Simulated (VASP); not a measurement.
# CdTe (F-43m) in VASP: a series of runs

The runs below take CdTe through single point, with PBE.

Everything below comes from runs of VASP 6.6.1. Logs are shortened: lines on timing, memory, paths and dates and some standing lists are left out, and cuts for length are marked.

## 1. The cell of the first run

It takes space group F-43m (No. 216, cubic). The conventional cell has a = 6.410 Å, b = 6.410 Å, c = 6.410 Å, α = 90.00°, β = 90.00°, γ = 90.00°. Cd (site symmetry -43m) has 4 Te at 2.78 Å within 3.7 Å. Within 3.7 Å of Te (site symmetry -43m) lie 4 Cd at 2.78 Å.

## 2. Single point, PBE, non-collinear spin, zero start, spin-orbit coupling

INCAR

```
SYSTEM = CdTe
  PREC = Accurate
  ENCUT = 520
  EDIFF = 1E-7
  ISMEAR = 0
  SIGMA = 0.05
  LREAL = .False.
  LASPH = .True.
  NELM = 150
  ALGO = Normal
  ISIF = 2
  LWAVE = .False.
  LCHARG = .False.
  MAGMOM = 0 0 0 0 0 0
  LORBIT = 11
  LSORBIT = .True.
  GGA_COMPAT = .False.
  LORBMOM = .True.
  GGA = PE
  NBANDS = 30
```

KPOINTS

```
Automatic mesh
0
Gamma
  6 6 6
  0 0 0
```

POSCAR

```
CdTe
1.0
    0.0000000000      3.2049986979      3.2049986979
    3.2049986979      0.0000000000      3.2049986979
    3.2049986979      3.2049986979      0.0000000000
Cd Te
1 1
Direct
    0.0000000000      0.0000000000      0.0000000000
    0.2500000000      0.2500000000      0.2500000000
```

Potentials or basis: VASP PAW PBE potentials, release 64 (Cd, Te).

Launch:

```bash
$ cat potpaw_PBE.64/Cd/POTCAR potpaw_PBE.64/Te/POTCAR > POTCAR
$ mpirun -np 1 vasp_ncl > vasp.out
```

OUTCAR:

```text
SYSTEM = CdTe
   PREC = Accurate
   ENCUT = 520
   EDIFF = 1E-7
   ISMEAR = 0
   LREAL = .False.
   LASPH = .True.
   NELM = 150
   ISIF = 2
   LORBIT = 11
   LSORBIT = .True.
   GGA = PE

 ion  position               nearest neighbor table
   1  0.000  0.000  0.000-   2 2.78   2 2.78   2 2.78   2 2.78
   2  0.250  0.250  0.250-   1 2.78   1 2.78   1 2.78   1 2.78

  LATTYP: Found a face centered cubic cell.
 ALAT       =     6.4099973958

  Lattice vectors:

 A1 = (   0.0000000000,   3.2049986979,   3.2049986979)
 A2 = (   3.2049986979,   0.0000000000,   3.2049986979)
 A3 = (   3.2049986979,   3.2049986979,   0.0000000000)

Analysis of symmetry for initial positions (statically):
=====================================================================
 Subroutine PRICEL returns:
 Original cell was already a primitive cell.

 Routine SETGRP: Setting up the symmetry group for a
 face centered cubic supercell.

 Subroutine GETGRP returns: Found 24 space group operations
 (whereof 24 operations were pure point group operations)
 out of a pool of 48 trial point group operations.

The static configuration has the point symmetry T_d .

Analysis of symmetry for dynamics (positions and initial velocities):
=====================================================================
 Subroutine PRICEL returns:
 Original cell was already a primitive cell.

 Routine SETGRP: Setting up the symmetry group for a
 face centered cubic supercell.

 Subroutine GETGRP returns: Found 24 space group operations
 (whereof 24 operations were pure point group operations)
 out of a pool of 48 trial point group operations.

The dynamic configuration has the point symmetry T_d .

Analysis of structural, dynamic, and magnetic symmetry:
=====================================================================
 Subroutine PRICEL returns:
 Original cell was already a primitive cell.

 Routine SETGRP: Setting up the symmetry group for a
 face centered cubic supercell.

 Subroutine GETGRP returns: Found 24 space group operations
 (whereof 24 operations were pure point group operations)
 out of a pool of 48 trial point group operations.

The overall configuration has the point symmetry T_d .

 Subroutine INISYM returns: Found 24 space group operations
 (whereof 24 operations are pure point group operations),
 and found     1 'primitive' translations

----------------------------------------------------------------------------------------

                                     Primitive cell

  volume of cell :      65.8436

  direct lattice vectors                    reciprocal lattice vectors
     0.000000000  3.204998698  3.204998698    -0.156006304  0.156006304  0.156006304
     3.204998698  0.000000000  3.204998698     0.156006304 -0.156006304  0.156006304
     3.204998698  3.204998698  0.000000000     0.156006304  0.156006304 -0.156006304

  length of vectors
     4.532552626  4.532552626  4.532552626     0.270210844  0.270210844  0.270210844

  position of ions in fractional coordinates (direct lattice)
     0.000000000  0.000000000  0.000000000
     0.250000000  0.250000000  0.250000000

  ion indices of the primitive-cell ions
   primitive index   ion index
                 1           1
                 2           2

----------------------------------------------------------------------------------------

 KPOINTS: Automatic mesh

Automatic generation of k-mesh.
 Grid dimensions read from file:
 generate k-points for:    6    6    6

 Generating k-lattice:

  Cartesian coordinates                     Fractional coordinates (reciprocal lattice)
    -0.026001051  0.026001051  0.026001051     0.166666667  0.000000000  0.000000000
     0.026001051 -0.026001051  0.026001051     0.000000000  0.166666667  0.000000000
     0.026001051  0.026001051 -0.026001051     0.000000000  0.000000000  0.166666667

  Length of vectors
[... 95 lines left out ...]

 number of electron      17.9999995 magnetization       0.0000000     -0.0000000      0.0000000

 Free energy of the ion-electron system (eV)
  ---------------------------------------------------
  ext. energy  EPLUGINS =         0.00000000
  ---------------------------------------------------
  free energy    TOTEN  =        -4.84658615 eV

  energy without entropy =       -4.84658615  energy(sigma->0) =       -4.84658615

 E-fermi :   3.1822     XC(G=0):  -8.7302

 val. band max:        2.9314036642   @ k =   0.0000   0.0000   0.0000
 cond. band min:       3.5321849806   @ k =   0.0000   0.0000   0.0000
 fundamental gap:      0.6007813164
 Fermi energy:         3.1822155185

 k-point     1 :       0.0000    0.0000    0.0000
  band No.  band energies     occupation
      1      -8.7033      1.00000
      2      -8.7033      1.00000
      3      -6.0567      1.00000
      4      -6.0567      1.00000
      5      -6.0567      1.00000
      6      -6.0567      1.00000
[... 715 lines left out ...]
     29      13.7898      0.00000
     30      13.9022      0.00000

------------------------ aborting loop because EDIFF is reached ----------------------------------------

  FORCE on cell =-STRESS in cart. coord.  units (eV):
  Direction    XX          YY          ZZ          XY          YZ          ZX
  --------------------------------------------------------------------------------------
  -------------------------------------------------------------------------------------
  Total        1.8268395      1.8268395      1.8268395      0.0000000     -0.0000000     -0.0000000
  in kB       44.4526238     44.4526238     44.4526238      0.0000000     -0.0000000     -0.0000000
  external PRESSURE =      44.4526238 kB  Pullay stress =       0.0000000 kB

 VOLUME and BASIS-vectors are now :
 -----------------------------------------------------------------------------
  energy-cutoff  :      520.00
  volume of cell :       65.84
      direct lattice vectors                 reciprocal lattice vectors
     0.000000000  3.204998698  3.204998698    -0.156006304  0.156006304  0.156006304
     3.204998698  0.000000000  3.204998698     0.156006304 -0.156006304  0.156006304
     3.204998698  3.204998698  0.000000000     0.156006304  0.156006304 -0.156006304

 POSITION                                       TOTAL-FORCE (eV/Angst)
 -----------------------------------------------------------------------------------
      0.00000      0.00000      0.00000         0.000000      0.000000      0.000000
      1.60250      1.60250      1.60250         0.000000     -0.000000     -0.000000
 -----------------------------------------------------------------------------------
    total drift:                                0.000000      0.000000      0.000000

  FREE ENERGIE OF THE ION-ELECTRON SYSTEM (eV)
  ---------------------------------------------------
  free  energy   TOTEN  =        -4.8465861470 eV

  energy  without entropy=       -4.8465861470  energy(sigma->0) =       -4.84658615

 orbital moment (x)

 # of ion     p       d       tot
 ----------------------------------------
  1        -0.000   0.000   0.000
  2         0.000  -0.000   0.000
 ----------------------------------------
            0.000   0.000   0.000

 orbital moment (y)

 # of ion     p       d       tot
 ----------------------------------------
  1        -0.000   0.000   0.000
  2        -0.000  -0.000  -0.000
 ----------------------------------------
           -0.000   0.000   0.000

 orbital moment (z)

 # of ion     p       d       tot
 ----------------------------------------
  1         0.000  -0.000  -0.000
  2         0.000  -0.000  -0.000
 ----------------------------------------
            0.000  -0.000  -0.000

 Spin-Orbit-Coupling matrix elements

 Ion:    1  E_soc:     -0.0618738
 l=   1
     0.0000000    -0.0033145    -0.0033145
    -0.0033145     0.0000000    -0.0033145
    -0.0033145    -0.0033145     0.0000000
 l=   2
     0.0000000    -0.0014105     0.0000000    -0.0014105    -0.0055873
    -0.0014105     0.0000000    -0.0041904    -0.0014105    -0.0013968
     0.0000000    -0.0041904     0.0000000    -0.0041904     0.0000000
    -0.0014105    -0.0014105    -0.0041904     0.0000000    -0.0013968
    -0.0055873    -0.0013968     0.0000000    -0.0013968     0.0000000
 l=   3
     0.0000000     0.0000000     0.0000000     0.0000000     0.0000000     0.0000000     0.0000000
     0.0000000     0.0000000     0.0000000     0.0000000     0.0000000     0.0000000     0.0000000
     0.0000000     0.0000000     0.0000000     0.0000000     0.0000000     0.0000000     0.0000000
     0.0000000     0.0000000     0.0000000     0.0000000     0.0000000     0.0000000     0.0000000
     0.0000000     0.0000000     0.0000000     0.0000000     0.0000000     0.0000000     0.0000000
     0.0000000     0.0000000     0.0000000     0.0000000     0.0000000     0.0000000     0.0000000
     0.0000000     0.0000000     0.0000000     0.0000000     0.0000000     0.0000000     0.0000000

 Ion:    2  E_soc:     -0.1918878
 l=   1
     0.0000000    -0.0319002    -0.0319002
    -0.0319002     0.0000000    -0.0319002
    -0.0319002    -0.0319002     0.0000000
 l=   2
     0.0000000    -0.0000321     0.0000000    -0.0000321    -0.0000490
    -0.0000321     0.0000000    -0.0000368    -0.0000321    -0.0000123
     0.0000000    -0.0000368     0.0000000    -0.0000368     0.0000000
    -0.0000321    -0.0000321    -0.0000368     0.0000000    -0.0000123
    -0.0000490    -0.0000123     0.0000000    -0.0000123     0.0000000
 l=   3
     0.0000000     0.0000000     0.0000000     0.0000000     0.0000000     0.0000000     0.0000000
     0.0000000     0.0000000     0.0000000     0.0000000     0.0000000     0.0000000     0.0000000
     0.0000000     0.0000000     0.0000000     0.0000000     0.0000000     0.0000000     0.0000000
     0.0000000     0.0000000     0.0000000     0.0000000     0.0000000     0.0000000     0.0000000
     0.0000000     0.0000000     0.0000000     0.0000000     0.0000000     0.0000000     0.0000000
     0.0000000     0.0000000     0.0000000     0.0000000     0.0000000     0.0000000     0.0000000
     0.0000000     0.0000000     0.0000000     0.0000000     0.0000000     0.0000000     0.0000000

 total charge

# of ion       s       p       d       tot
------------------------------------------
    1        0.476   0.338   9.530  10.345
    2        1.349   2.080   0.024   3.452
--------------------------------------------------
tot          1.825   2.418   9.554  13.797

 magnetization (x)

# of ion       s       p       d       tot
------------------------------------------
    1        0.000  -0.000   0.000   0.000
    2        0.000  -0.000   0.000   0.000
--------------------------------------------------
tot          0.000  -0.000   0.000   0.000

 magnetization (y)

# of ion       s       p       d       tot
------------------------------------------
    1        0.000  -0.000   0.000   0.000
    2       -0.000   0.000   0.000   0.000
--------------------------------------------------
tot          0.000  -0.000   0.000   0.000

 magnetization (z)

# of ion       s       p       d       tot
------------------------------------------
    1       -0.000  -0.000   0.000  -0.000
    2       -0.000   0.000   0.000   0.000
--------------------------------------------------
tot         -0.000   0.000   0.000  -0.000
```

Run time: 93 s. Hardware: 1 thread of Intel Xeon Platinum 8488C (Sapphire Rapids), shared host; peak memory 0.4 GiB.

What came out:

```yaml
Free_energy: -4.8466 eV
Pressure: 4.4 GPa
Net_moment: 0.00 μB per cell
Valence_electrons_inside_the_program's_atomic_spheres: Cd 10.35; Te 3.45
```

Moments on the atoms (μB; x, y, z):
```
Cd  0.00 0.00 0.00
Te  0.00 0.00 0.00
```

[end of part 1 of 2]
